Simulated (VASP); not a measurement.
# SiGe2C2 (Cmmm) in VASP: single point with PBE

Aim: the single point of SiGe2C2 with PBE.

All numbers are computed with VASP 6.6.1; they aren't measurements. Logs are shortened: lines on timing, memory, paths and dates and some standing lists are left out, and cuts for length are marked.

### Step 1. The cell of the first run

It takes space group Cmmm (No. 65, orthorhombic). The conventional cell has a = 2.581 Å, b = 5.454 Å, c = 13.054 Å, α = 90.00°, β = 90.00°, γ = 90.00°. Within 3.4 Å of Si (site symmetry mmm) lie 2 Ge at 2.57 Å and 6 Si at 2.58 to 3.02 Å. Within 3.4 Å of Ge (site symmetry mm2) lie 1 Si at 2.57 Å and 6 Ge at 2.58 to 3.02 Å. C (site symmetry 2/m) has 2 C at 1.29 Å within 1.7 Å.

The cell was built from a structure type or drawn by symmetry, and may not be a known phase.

### Step 2. Single point, PBE

Input file INCAR:

```
ALGO = Normal
EDIFF = 1E-6
ENCUT = 520
GGA = PE
ISIF = 2
ISMEAR = 0
LASPH = T
LCHARG = F
LREAL = F
LWAVE = F
NBANDS = 28
NELM = 60
PREC = Accurate
SIGMA = 0.1
```

Input file KPOINTS:

```
k-points
0
Gamma
  16 16 4
```

Input file POSCAR:

```
SiGe2C2
1.0
    1.2905469480     -2.7269097635      0.0000000000
    1.2905469480      2.7269097635      0.0000000000
    0.0000000000      0.0000000000     13.0537495270
Si Ge C
1 2 2
Direct
    0.0000000000      0.0000000000      0.5000000000
    0.0000000000      0.0000000000      0.3032577056
    0.0000000000      0.0000000000      0.6967422944
    0.0000000000      0.5000000000      0.0000000000
    0.5000000000      0.0000000000      0.0000000000
```

Potentials or basis: VASP PAW PBE potentials, release 64 (Si, Ge_d, C).

Launch:

```bash
$ cat potpaw_PBE.64/Si/POTCAR potpaw_PBE.64/Ge_d/POTCAR potpaw_PBE.64/C/POTCAR > POTCAR
$ mpirun -np 1 vasp_std > vasp.out
```

OUTCAR:

```text
EDIFF = 1E-6
   ENCUT = 520
   GGA = PE
   ISIF = 2
   ISMEAR = 0
   LASPH = T
   LREAL = F
   NELM = 60
   PREC = Accurate

 ion  position               nearest neighbor table
   1  0.000  0.000  0.500-   2 2.57   3 2.57
   2  0.000  0.000  0.303-   1 2.57
   3  0.000  0.000  0.697-   1 2.57
   4  0.000  0.500  0.000-   5 1.29   5 1.29
   5  0.500  0.000  0.000-   4 1.29   4 1.29

  LATTYP: Found a base centered orthorhombic cell.
 ALAT       =     2.5810938960
 B/A-ratio  =     2.1129876505
 C/A-ratio  =     5.0574485288

  Lattice vectors:

 A1 = (   1.2905469480,  -2.7269097635,   0.0000000000)
 A2 = (   1.2905469480,   2.7269097635,   0.0000000000)
 A3 = (   0.0000000000,   0.0000000000,  13.0537495270)

Analysis of symmetry for initial positions (statically):
=====================================================================
 Subroutine PRICEL returns:
 Original cell was already a primitive cell.

 Routine SETGRP: Setting up the symmetry group for a
 base centered orthorhombic supercell.

 Subroutine GETGRP returns: Found  8 space group operations
 (whereof  8 operations were pure point group operations)
 out of a pool of  8 trial point group operations.

The static configuration has the point symmetry D_2h.

Analysis of symmetry for dynamics (positions and initial velocities):
=====================================================================
 Subroutine PRICEL returns:
 Original cell was already a primitive cell.

 Routine SETGRP: Setting up the symmetry group for a
 base centered orthorhombic supercell.

 Subroutine GETGRP returns: Found  8 space group operations
 (whereof  8 operations were pure point group operations)
 out of a pool of  8 trial point group operations.

The dynamic configuration has the point symmetry D_2h.

 Subroutine INISYM returns: Found  8 space group operations
 (whereof  8 operations are pure point group operations),
 and found     1 'primitive' translations

----------------------------------------------------------------------------------------

                                     Primitive cell

  volume of cell :      91.8776

  direct lattice vectors                    reciprocal lattice vectors
     1.290546948 -2.726909764  0.000000000     0.387432631 -0.183357736  0.000000000
[... 91 lines left out ...]
   NELM   =     60;   NELMIN=  2; NELMDL= -5     # of ELM steps
   EDIFF  = 0.1E-05   stopping-criterion for ELM
   LREAL  =      F    real-space projection
   EDIFFG = 0.1E-04   stopping-criterion for IOM
   NSW    =      0    number of steps for IOM
   IBRION =     -1    ionic relax: 0-MD 1-quasi-New 2-CG
   NFREE  =      0    steps in history (QN), initial steepest desc. (CG)
   ISIF   =      2    stress and relaxation
   ISYM   =      2    0-nonsym 1-usesym 2-fastsym
   POTIM  = 0.5000    time-step for ionic-motion
   TEBEG  =    0.0;   TEEND  =   0.0 temperature during run
   PSTRESS=    0.0 pullay stress
   NELECT =      40.0000    total number of electrons
   NUPDOWN=      -1.0000    fix difference up-down
   EMIN   =  10.00;   EMAX   =-10.00  energy-range for DOS
   EFERMI =   0.00;   METHOD = LEGACY
   ISMEAR =     0;   SIGMA  =   0.10  broadening in eV -4-tet -1-fermi 0-gaus
   EFERMI_NEDOS =   21; number of points for ismear=-14 and -15
   IALGO  =     38    algorithm
   IMIX   =      4    mixing-type and parameters
     AMIX     =   0.40;   BMIX     =  1.00
     AMIX_MAG =   1.60;   BMIX_MAG =  1.00
  volume/ion in A,a.u.               =      18.38       124.00
  Fermi-wavevector in a.u.,A,eV,Ry     =   1.240771  2.344717 20.946333  1.539512
  Thomas-Fermi vector in A             =   2.375197
   LORBIT       =      0    0 simple, 1 ext, 2 COOP (PROOUT), +10 PAW based schemes
   GGA     = PE    functional components
   LHFCALC =     F    Hartree Fock is set to
   AEXX    =    0.0000 exact exchange contribution
   IVDW    =     0    specifies the selected vdW correction
   LEPSILON=     F    determine dielectric tensor
   LRPA    =     F    only Hartree local field effects (RPA)
 non-spin polarized calculation
 Gauss-broadening in eV      SIGMA  =   0.10
  energy-cutoff  :      520.00
  volume of cell :       91.88
 maximum number of plane-waves:      2512
   NGX = 11   NGY = 11   NGZ = 49

 number of electron      40.0000016 magnetization

 Free energy of the ion-electron system (eV)
  ---------------------------------------------------
  ext. energy  EPLUGINS =         0.00000000
  ---------------------------------------------------
  free energy    TOTEN  =       -29.15314846 eV

  energy without entropy =      -29.14157013  energy(sigma->0) =      -29.14735930

 E-fermi :   4.0214     XC(G=0):  -9.4710

 val. band max:        4.0079697328   @ k =   0.4375   0.2500   0.0000
 cond. band min:       4.0426949114   @ k =   0.1875   0.0625   0.5000
 fundamental gap:      0.0347251786
 Fermi energy:         4.0213582940

 k-point     1 :       0.0000    0.0000    0.0000
  band No.  band energies     occupation
      1     -20.7802      2.00000
      2     -20.7801      2.00000
      3     -20.6630      2.00000
      4     -20.6623      2.00000
      5     -20.5934      2.00000
      6     -20.5934      2.00000
[... 733 lines left out ...]
     27      13.6857      0.00000
     28      13.9096      0.00000

 [... further k-points ...]

------------------------ aborting loop because EDIFF is reached ----------------------------------------

  FORCE on cell =-STRESS in cart. coord.  units (eV):
  Direction    XX          YY          ZZ          XY          YZ          ZX
  --------------------------------------------------------------------------------------
  -------------------------------------------------------------------------------------
  Total       -0.0444692     -0.0039598     -0.0078300      0.0000000      0.0000000      0.0000000
  in kB       -0.7754609     -0.0690520     -0.1365411      0.0000000      0.0000000      0.0000000
  external PRESSURE =      -0.3270180 kB  Pullay stress =       0.0000000 kB

 VOLUME and BASIS-vectors are now :
 -----------------------------------------------------------------------------
  energy-cutoff  :      520.00
  volume of cell :       91.88
      direct lattice vectors                 reciprocal lattice vectors
     1.290546948 -2.726909764  0.000000000     0.387432631 -0.183357736  0.000000000
     1.290546948  2.726909764  0.000000000     0.387432631  0.183357736  0.000000000
     0.000000000  0.000000000 13.053749527     0.000000000  0.000000000  0.076606342

 POSITION                                       TOTAL-FORCE (eV/Angst)
 -----------------------------------------------------------------------------------
      0.00000      0.00000      6.52687         0.000000     -0.000000      0.000000
      0.00000      0.00000      3.95865        -0.000000      0.000000     -0.001297
      0.00000      0.00000      9.09510         0.000000      0.000000      0.001297
      0.64527      1.36345      0.00000         0.000000     -0.000000      0.000000
      0.64527     -1.36345      0.00000         0.000000      0.000000      0.000000
 -----------------------------------------------------------------------------------
    total drift:                               -0.000000     -0.000000      0.000000

  FREE ENERGIE OF THE ION-ELECTRON SYSTEM (eV)
  ---------------------------------------------------
  free  energy   TOTEN  =       -29.1531484645 eV

  energy  without entropy=      -29.1415701317  energy(sigma->0) =      -29.14735930
```

Wall time 11 min (1 thread of Intel Xeon 8259CL, shared host); peak memory 0.59 GiB.

What came out:

| Quantity | Value |
| --- | --- |
| Free energy | -29.1531 eV |
| Pressure | 0.0 GPa |
| Band gap on the k mesh | zero (bands 20 and 21 overlap by 5.54 eV) |
